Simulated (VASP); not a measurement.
# MgF2 (P4_2/mnm) in VASP: a series of runs

The runs below take MgF2 through relaxation of shape and atoms at fixed volume, with PBE.

All numbers are computed with VASP 6.6.1; they aren't measurements. Logs are shortened: lines on timing, memory, paths and dates and some standing lists are left out, and cuts for length are marked.

### Step 1. The cell of the first run

Symmetry: P4_2/mnm, No. 136, tetragonal system. The conventional cell has a = 4.544 Å, b = 4.544 Å, c = 3.009 Å, α = 90.00°, β = 90.00°, γ = 90.00°. Mg (site symmetry mmm) has 6 F at 1.94 to 1.97 Å within 2.6 Å. Within 2.6 Å of F (site symmetry m2m) lie 3 Mg at 1.94 to 1.97 Å and 1 F at 2.54 Å.

### Step 2. Relaxation of shape and atoms at fixed volume, PBE (10.35 Å³/atom)

INCAR

```
  PREC = Accurate
  ENCUT = 600
  EDIFF = 1E-7
  ISMEAR = 0
  SIGMA = 0.02
  LREAL = False
  LASPH = True
  NELM = 120
  ALGO = Normal
  ISIF = 4
  LWAVE = False
  LCHARG = False
  GGA = PE
  IBRION = 2
  NSW = 50
  EDIFFG = -0.01
  GGA_COMPAT = False
  NELMIN = 4
```

KPOINTS

```
regular mesh
0
Gamma
  6 6 8
```

POSCAR

```
MgF2
1.0
    4.5436673540      0.0000000000      0.0000000000
    0.0000000000      4.5436673540      0.0000000000
    0.0000000000      0.0000000000      3.0086356219
Mg F
2 4
Direct
    0.0000000000      0.0000000000      0.0000000000
    0.5000000000      0.5000000000      0.5000000000
    0.3024990315      0.3024990315      0.0000000000
    0.1975009685      0.8024990315      0.5000000000
    0.6975009685      0.6975009685      0.0000000000
    0.8024990315      0.1975009685      0.5000000000
```

Potentials or basis: VASP PAW PBE potentials, release 64 (Mg, F).

Launch:

```
> cat potpaw_PBE.64/Mg/POTCAR potpaw_PBE.64/F/POTCAR > POTCAR
> mpirun -np 1 vasp_std > vasp.out
```

OUTCAR:

```text
PREC = Accurate
   ENCUT = 600
   EDIFF = 1E-7
   ISMEAR = 0
   LREAL = False
   LASPH = True
   NELM = 120
   ISIF = 4
   GGA = PE
   IBRION = 2
   NSW = 50
   EDIFFG = -0.01
   NELMIN = 4

 ion  position               nearest neighbor table
   1  0.000  0.000  0.000-   3 1.94   5 1.94   4 1.97   6 1.97   4 1.97   6 1.97   2 3.55   2 3.55
                             2 3.55   2 3.55   2 3.55   2 3.55   2 3.55   2 3.55
   2  0.500  0.500  0.500-   4 1.94   6 1.94   5 1.97   3 1.97   3 1.97   5 1.97   1 3.55   1 3.55
                             1 3.55   1 3.55   1 3.55   1 3.55   1 3.55   1 3.55
   3  0.302  0.302  0.000-   1 1.94   2 1.97   2 1.97
   4  0.198  0.802  0.500-   2 1.94   1 1.97   1 1.97
   5  0.698  0.698  0.000-   1 1.94   2 1.97   2 1.97
   6  0.802  0.198  0.500-   2 1.94   1 1.97   1 1.97

  LATTYP: Found a simple tetragonal cell.
 ALAT       =     4.5436673540
 C/A-ratio  =     0.6621601864

  Lattice vectors:

 A1 = (   4.5436673540,   0.0000000000,   0.0000000000)
 A2 = (   0.0000000000,   4.5436673540,   0.0000000000)
 A3 = (   0.0000000000,   0.0000000000,   3.0086356219)

Analysis of symmetry for initial positions (statically):
=====================================================================
 Subroutine PRICEL returns:
 Original cell was already a primitive cell.

 Routine SETGRP: Setting up the symmetry group for a
 simple tetragonal supercell.

 Subroutine GETGRP returns: Found 16 space group operations
 (whereof  8 operations were pure point group operations)
 out of a pool of 16 trial point group operations.

The static configuration has the point symmetry D_2h.
 The point group associated with its full space group is D_4h.

Analysis of symmetry for dynamics (positions and initial velocities):
=====================================================================
 Subroutine PRICEL returns:
 Original cell was already a primitive cell.

 Routine SETGRP: Setting up the symmetry group for a
 simple tetragonal supercell.

 Subroutine GETGRP returns: Found 16 space group operations
 (whereof  8 operations were pure point group operations)
 out of a pool of 16 trial point group operations.

The dynamic configuration has the point symmetry D_2h.
 The point group associated with its full space group is D_4h.

 Subroutine INISYM returns: Found 16 space group operations
 (whereof  8 operations are pure point group operations),
[... 164 lines left out ...]

 VOLUME and BASIS-vectors are now :
 -----------------------------------------------------------------------------
  energy-cutoff  :      600.00
  volume of cell :       62.11
      direct lattice vectors                 reciprocal lattice vectors
     4.543667354  0.000000000  0.000000000     0.220086534  0.000000000  0.000000000
     0.000000000  4.543667354  0.000000000     0.000000000  0.220086534  0.000000000
     0.000000000  0.000000000  3.008635622     0.000000000  0.000000000  0.332376574

 POSITION                                       TOTAL-FORCE (eV/Angst)
 -----------------------------------------------------------------------------------
      0.00000      0.00000      0.00000         0.000000      0.000000      0.000000
      2.27183      2.27183      1.50432         0.000000      0.000000      0.000000
      1.37445      1.37445      0.00000        -0.030880     -0.030880      0.000000
      0.89738      3.64629      1.50432         0.030880     -0.030880      0.000000
      3.16921      3.16921      0.00000         0.030880      0.030880     -0.000000
      3.64629      0.89738      1.50432        -0.030880      0.030880     -0.000000
 -----------------------------------------------------------------------------------
    total drift:                                0.000000      0.000000      0.000000

  FREE ENERGIE OF THE ION-ELECTRON SYSTEM (eV)
  ---------------------------------------------------
  free  energy   TOTEN  =       -31.3833527723 eV

  energy  without entropy=      -31.3833527723  energy(sigma->0) =      -31.38335277

--------------------------------------- Ionic step        2  -------------------------------------------

 number of electron      32.0000012 magnetization

 Free energy of the ion-electron system (eV)
  ---------------------------------------------------
  ext. energy  EPLUGINS =         0.00000000
  ---------------------------------------------------
  free energy    TOTEN  =       -31.38365019 eV

  energy without entropy =      -31.38365019  energy(sigma->0) =      -31.38365019

 E-fermi :  -0.7732     XC(G=0):  -9.9740

 val. band max:       -0.8953797375   @ k =   0.0000   0.0000   0.0000
 cond. band min:       6.5456983994   @ k =   0.0000   0.0000   0.0000
 fundamental gap:      7.4410781369
 Fermi energy:        -0.7731806938

 k-point     1 :       0.0000    0.0000    0.0000
  band No.  band energies     occupation
      1     -21.8333      2.00000
      2     -20.9333      2.00000
      3     -20.9333      2.00000
      4     -20.8245      2.00000
      5      -5.1584      2.00000
      6      -3.6047      2.00000
[... 541 lines left out ...]
     19      14.0507      0.00000
     20      14.0507      0.00000

 [... further k-points ...]
[... 5 lines left out ...]
  --------------------------------------------------------------------------------------
  -------------------------------------------------------------------------------------
  Total        3.6921925      3.6921925      3.7287204      0.0000000      0.0000000      0.0000000
  in kB       95.2384380     95.2384380     96.1806593      0.0000000      0.0000000      0.0000000
  external PRESSURE =      95.5525118 kB  Pullay stress =       0.0000000 kB

 VOLUME and BASIS-vectors are now :
 -----------------------------------------------------------------------------
  energy-cutoff  :      600.00
  volume of cell :       62.11
      direct lattice vectors                 reciprocal lattice vectors
     4.541831216 -0.000000000  0.000000000     0.220175509  0.000000000  0.000000000
    -0.000000000  4.541831216  0.000000000     0.000000000  0.220175509  0.000000000
     0.000000000  0.000000000  3.011068732     0.000000000  0.000000000  0.332107995

 POSITION                                       TOTAL-FORCE (eV/Angst)
 -----------------------------------------------------------------------------------
      0.00000      0.00000      0.00000        -0.000000     -0.000000      0.000000
      2.27092      2.27092      1.50553        -0.000000     -0.000000      0.000000
      1.37241      1.37241      0.00000        -0.006348     -0.006348      0.000000
      0.89851      3.64333      1.50553         0.006348     -0.006348      0.000000
      3.16942      3.16942      3.01107         0.006348      0.006348     -0.000000
      3.64333      0.89851      1.50553        -0.006348      0.006348      0.000000
 -----------------------------------------------------------------------------------
    total drift:                                0.000000     -0.000000      0.000000

  FREE ENERGIE OF THE ION-ELECTRON SYSTEM (eV)
  ---------------------------------------------------
  free  energy   TOTEN  =       -31.3836501876 eV

  energy  without entropy=      -31.3836501876  energy(sigma->0) =      -31.38365019

 reached required accuracy - stopping structural energy minimisation
```

CONTCAR:

```text
MgF2
   1.00000000000000
     4.5418312156734668   -0.0000000000000000    0.0000000000000000
    -0.0000000000000000    4.5418312156734668    0.0000000000000000
     0.0000000000000000    0.0000000000000000    3.0110687320573577
  Mg              F
     2     4
Direct
     0.0000000000000000    0.0000000000000000    0.0000000000000000
     0.5000000000000000    0.5000000000000000    0.5000000000000000
     0.3021711659307700    0.3021711659307700    0.0000000000000000
     0.1978288340692300    0.8021711659307700    0.5000000000000000
     0.6978288340692300    0.6978288340692300    1.0000000000000000
     0.8021711659307700    0.1978288340692300    0.5000000000000000

  0.00000000E+00  0.00000000E+00  0.00000000E+00
  0.00000000E+00  0.00000000E+00  0.00000000E+00
  0.00000000E+00  0.00000000E+00  0.00000000E+00
  0.00000000E+00  0.00000000E+00  0.00000000E+00
  0.00000000E+00  0.00000000E+00  0.00000000E+00
  0.00000000E+00  0.00000000E+00  0.00000000E+00
```

Run time: 1.9 min. Hardware: 1 thread of Oxide Virtual Turin-like, shared host; peak memory 0.18 GiB.

What came out:

| Quantity | Value |
| --- | --- |
| Free energy | -31.3837 eV |
| Energy gained by relaxing | 0.0 meV/atom |
| Ionic steps | 2 |
| Pressure after relaxing | 9.6 GPa |
| Largest force after relaxing | 0.009 eV/Å |
| Band gap on the k mesh | 7.44 eV |

Forces on the atoms (eV/Å):
```
Mg   0.000  0.000  0.000
Mg   0.000  0.000  0.000
F   -0.006 -0.006  0.000
F    0.006 -0.006  0.000
F    0.006  0.006  0.000
F   -0.006  0.006  0.000
```

Step by step:
```
step  energy change (eV)  largest force (eV/Å)  pressure (GPa)  volume (Å³)
   1              0.0000                0.0437            9.60        62.11
   2             -0.0003                0.0090            9.56        62.11
```

Final structure:
```cif
data_structure
_symmetry_space_group_name_H-M 'P 1'
_symmetry_Int_Tables_number 1
_cell_length_a 4.5418
_cell_length_b 4.5418
_cell_length_c 3.0111
_cell_angle_alpha 90.000
_cell_angle_beta 90.000
_cell_angle_gamma 90.000
_cell_volume 62.11
loop_
_atom_site_label
_atom_site_type_symbol
_atom_site_fract_x
_atom_site_fract_y
_atom_site_fract_z
_atom_site_occupancy
Mg1 Mg 0.00000 0.00000 0.00000 1
Mg2 Mg 0.50000 0.50000 0.50000 1
F1 F 0.30217 0.30217 0.00000 1
F2 F 0.19783 0.80217 0.50000 1
F3 F 0.69783 0.69783 0.00000 1
F4 F 0.80217 0.19783 0.50000 1
```

### Step 3. Relaxation of shape and atoms at fixed volume, PBE (10.69 Å³/atom)

This run uses another cell than the first one, of 10.69 Å³/atom.

INCAR

```
PREC = Accurate
ENCUT = 600
EDIFF = 1E-7
ISMEAR = 0
SIGMA = 0.02
LREAL = False
LASPH = True
NELM = 120
ALGO = Normal
ISIF = 4
LWAVE = False
LCHARG = False
GGA = PE
IBRION = 2
NSW = 50
EDIFFG = -0.01
GGA_COMPAT = False
NELMIN = 4
```

KPOINTS is that of step 2.

POSCAR

```
MgF2
1.0
    4.5974740737      0.0000000000      0.0000000000
    0.0000000000      4.5974740737      0.0000000000
    0.0000000000      0.0000000000      3.0355020770
Mg F
2 4
Direct
    0.0000000000      0.0000000000      0.0000000000
    0.5000000000      0.5000000000      0.5000000000
    0.3029732624      0.3029732624      0.0000000000
    0.1970267376      0.8029732624      0.5000000000
    0.6970267376      0.6970267376      0.0000000000
    0.8029732624      0.1970267376      0.5000000000
```

Potentials or basis: VASP PAW PBE potentials, release 64 (Mg, F).

Launch:

```
> cat potpaw_PBE.64/Mg/POTCAR potpaw_PBE.64/F/POTCAR > POTCAR
> mpirun -np 1 vasp_std > vasp.out
```

It took 2.4 min on 1 thread of Oxide Virtual Turin-like, shared host; peak memory 0.2 GiB.

The run converged. Its results:

```yaml
Free_energy: -31.4862 eV
Energy_gained_by_relaxing: 0.1 meV/atom
Ionic_steps: 3
Pressure_after_relaxing: 5.4 GPa
Band_gap_on_the_k_mesh: 7.21 eV
```

The path:
| step | energy change (eV) | largest force (eV/Å) | pressure (GPa) | volume (Å³) |
| --- | --- | --- | --- | --- |
| 1 | 0.0000 | 0.0452 | 5.51 | 64.16 |
| 2 | -0.0004 | 0.0140 | 5.46 | 64.16 |
| 3 | -0.0004 | 0.0014 | 5.44 | 64.16 |

Final structure:
```
CELL_PARAMETERS angstrom
4.59445 0.00000 0.00000
0.00000 4.59445 0.00000
0.00000 0.00000 3.03950
ATOMIC_POSITIONS crystal
Mg 0.00000 0.00000 0.00000
Mg 0.50000 0.50000 0.50000
F 0.30248 0.30248 0.00000
F 0.19752 0.80248 0.50000
F 0.69752 0.69752 0.00000
F 0.80248 0.19752 0.50000
```

Levels at points of the mesh, in eV from the valence-band top:
```
           k point  band 13  band 14  band 15  band 16  band 17  band 18  band 19  band 20
(0.00, 0.00, 0.00)    -0.73    -0.32    -0.32     0.00     7.21    12.36    12.36    13.82
(0.50, 0.00, 0.00)    -0.99    -0.99    -0.38    -0.38     9.64     9.64    13.62    13.62
(0.50, 0.50, 0.00)    -0.97    -0.97    -0.79    -0.79    11.39    11.39    11.42    11.42
(0.00, 0.00, 0.50)    -1.19    -1.19    -0.87    -0.87    11.98    11.98    15.08    15.08
(0.50, 0.00, 0.50)    -0.74    -0.74    -0.68    -0.68    12.88    12.88    13.62    13.62
(0.50, 0.50, 0.50)    -0.62    -0.62    -0.48    -0.48    13.43    13.43    13.48    13.48
```

A k mesh can miss the band edges.

### Step 4. Relaxation of shape and atoms at fixed volume, PBE (11.03 Å³/atom)

This run uses another cell than the first one, of 11.03 Å³/atom.

INCAR

```
SYSTEM = MgF2
ALGO = Normal ; EDIFF = 1E-7
EDIFFG = -0.01 ; ENCUT = 600
GGA = PE ; GGA_COMPAT = .FALSE.
IBRION = 2 ; ISIF = 4
ISMEAR = 0 ; LASPH = .TRUE.
LCHARG = .FALSE. ; LREAL = .FALSE.
LWAVE = .FALSE. ; NELM = 120
NELMIN = 4 ; NSW = 50
PREC = Accurate ; SIGMA = 0.02
```

KPOINTS

```
k-points
0
G
  6 6 8
  0 0 0
```

POSCAR

```
MgF2
1.0
    4.6501462301      0.0000000000      0.0000000000
    0.0000000000      4.6501462301      0.0000000000
    0.0000000000      0.0000000000      3.0618208247
Mg F
2 4
Direct
    0.0000000000      0.0000000000      0.0000000000
    0.5000000000      0.5000000000      0.5000000000
    0.3035644564      0.3035644564      0.0000000000
    0.1964355436      0.8035644564      0.5000000000
    0.6964355436      0.6964355436      0.0000000000
    0.8035644564      0.1964355436      0.5000000000
```

Launch:

```
> cat potpaw_PBE.64/Mg/POTCAR potpaw_PBE.64/F/POTCAR > POTCAR
> mpirun -np 1 vasp_std > vasp.out
```

Run time: 2.2 min. Hardware: 1 thread of Oxide Virtual Turin-like, shared host; peak memory 0.2 GiB.

It converged, with:

| Item | Value |
| --- | --- |
| Free energy | -31.5401 eV |
| Energy gained by relaxing | 0.1 meV/atom |
| Ionic steps | 3 |
| Pressure after relaxing | 2.0 GPa |
| Band gap on the k mesh | 7.00 eV |

The path:
| step | energy change (eV) | largest force (eV/Å) | pressure (GPa) | volume (Å³) |
| --- | --- | --- | --- | --- |
| 1 | 0.0000 | 0.0466 | 2.05 | 66.21 |
| 2 | -0.0004 | 0.0193 | 2.00 | 66.21 |
| 3 | -0.0005 | 0.0010 | 1.96 | 66.21 |

Final structure:
```cif
data_structure
_symmetry_space_group_name_H-M 'P 1'
_symmetry_Int_Tables_number 1
_cell_length_a 4.6468
_cell_length_b 4.6468
_cell_length_c 3.0662
_cell_angle_alpha 90.000
_cell_angle_beta 90.000
_cell_angle_gamma 90.000
_cell_volume 66.21
loop_
_atom_site_label
_atom_site_type_symbol
_atom_site_fract_x
_atom_site_fract_y
_atom_site_fract_z
_atom_site_occupancy
Mg1 Mg 0.00000 0.00000 0.00000 1
Mg2 Mg 0.50000 0.50000 0.50000 1
F1 F 0.30297 0.30297 0.00000 1
F2 F 0.19703 0.80297 0.50000 1
F3 F 0.69703 0.69703 0.00000 1
F4 F 0.80297 0.19703 0.50000 1
```

Levels at points of the mesh, in eV from the valence-band top:
| k point | band 13 | band 14 | band 15 | band 16 | band 17 | band 18 | band 19 | band 20 |
| --- | --- | --- | --- | --- | --- | --- | --- | --- |
| (0.00, 0.00, 0.00) | -0.72 | -0.32 | -0.32 | 0.00 | 7.00 | 12.15 | 12.15 | 13.64 |
| (0.50, 0.00, 0.00) | -0.97 | -0.97 | -0.37 | -0.37 | 9.39 | 9.39 | 13.40 | 13.40 |
| (0.50, 0.50, 0.00) | -0.94 | -0.94 | -0.76 | -0.76 | 11.06 | 11.06 | 11.20 | 11.20 |
| (0.00, 0.00, 0.50) | -1.12 | -1.12 | -0.84 | -0.84 | 11.72 | 11.72 | 14.87 | 14.87 |
| (0.50, 0.00, 0.50) | -0.72 | -0.72 | -0.65 | -0.65 | 12.64 | 12.64 | 13.31 | 13.31 |
| (0.50, 0.50, 0.50) | -0.59 | -0.59 | -0.47 | -0.47 | 13.14 | 13.14 | 13.25 | 13.25 |

A k mesh can miss the band edges.

### Step 5. Relaxation of shape and atoms at fixed volume, PBE (11.72 Å³/atom)

This run uses another cell than the first one, of 11.72 Å³/atom.

INCAR is that of step 4.

KPOINTS is that of step 4.

POSCAR, as its differences from that of step 4:

```diff
@@ -2,5 +2,5 @@
 1.0
-    4.6501462301      0.0000000000      0.0000000000
-    0.0000000000      4.6501462301      0.0000000000
-    0.0000000000      0.0000000000      3.0618208247
+    4.7441138952      0.0000000000      0.0000000000
+    0.0000000000      4.7441138952      0.0000000000
+    0.0000000000      0.0000000000      3.1236924605
 Mg F
```

Launch:

```
> cat potpaw_PBE.64/Mg/POTCAR potpaw_PBE.64/F/POTCAR > POTCAR
> mpirun -np 1 vasp_std > vasp.out
```

Run time: 3.4 min. Hardware: 1 thread of Oxide Virtual Turin-like, shared host; peak memory 0.21 GiB.

The run converged. Its results:

| Item | Value |
| --- | --- |
| Free energy | -31.5311 eV |
| Energy gained by relaxing | 0.1 meV/atom |
| Ionic steps | 3 |
| Pressure after relaxing | -3.4 GPa |
| Band gap on the k mesh | 6.61 eV |

Step by step:
| step | energy change (eV) | largest force (eV/Å) | pressure (GPa) | volume (Å³) |
| --- | --- | --- | --- | --- |
| 1 | 0.0000 | 0.0468 | -3.55 | 70.30 |
| 2 | -0.0006 | 0.0266 | -3.50 | 70.30 |
| 3 | -0.0009 | 0.0009 | -3.43 | 70.30 |

Final structure:
```yaml
crystal:
  lattice:
    - [4.75127, 0.00000, 0.00000]
    - [0.00000, 4.75127, 0.00000]
    - [0.00000, 0.00000, 3.11429]
  atoms:
    - { symbol: Mg, position: [0.00000, 0.00000, 0.00000] }
    - { symbol: Mg, position: [0.50000, 0.50000, 0.50000] }
    - { symbol: F, position: [0.30437, 0.30437, 0.00000] }
    - { symbol: F, position: [0.19563, 0.80437, 0.50000] }
    - { symbol: F, position: [0.69563, 0.69563, 0.00000] }
    - { symbol: F, position: [0.80437, 0.19563, 0.50000] }
```

Levels at points of the mesh, in eV from the valence-band top:
```csv
k point,band 13,band 14,band 15,band 16,band 17,band 18,band 19,band 20
"(0.00, 0.00, 0.00)",-0.72,-0.31,-0.31,0.00,6.61,11.78,11.78,13.21
"(0.50, 0.00, 0.00)",-0.92,-0.92,-0.35,-0.35,8.93,8.93,12.98,12.98
"(0.50, 0.50, 0.00)",-0.87,-0.87,-0.69,-0.69,10.45,10.45,10.80,10.80
"(0.00, 0.00, 0.50)",-1.00,-1.00,-0.77,-0.77,11.25,11.25,14.48,14.48
"(0.50, 0.00, 0.50)",-0.68,-0.68,-0.60,-0.60,12.20,12.20,12.72,12.72
"(0.50, 0.50, 0.50)",-0.54,-0.54,-0.46,-0.46,12.51,12.51,12.91,12.91
```

### Step 6. Summary

| cell | gap on the mesh (eV) | pressure (GPa) |
| --- | --- | --- |
| relaxed from a = 4.544, b = 4.544, c = 3.009 Å, 6 atoms, atomic positions A | 7.44 | 9.6 |
| relaxed from a = 4.597, b = 4.597, c = 3.036 Å, 6 atoms, atomic positions B | 7.21 | 5.4 |
| relaxed from a = 4.650, b = 4.650, c = 3.062 Å, 6 atoms, atomic positions C | 7.00 | 2.0 |
| relaxed from a = 4.744, b = 4.744, c = 3.124 Å, 6 atoms, atomic positions C | 6.61 | -3.4 |

Alike in all rows: task relaxation of shape and atoms at fixed volume; level PBE; potentials or basis VASP PAW PBE potentials, release 64 (Mg, F); no spin polarisation; k mesh 6 × 6 × 8; cutoff (eV) 600; smearing gaussian 0.02 eV.

Absolute energies hang on the potentials; compare differences alone.
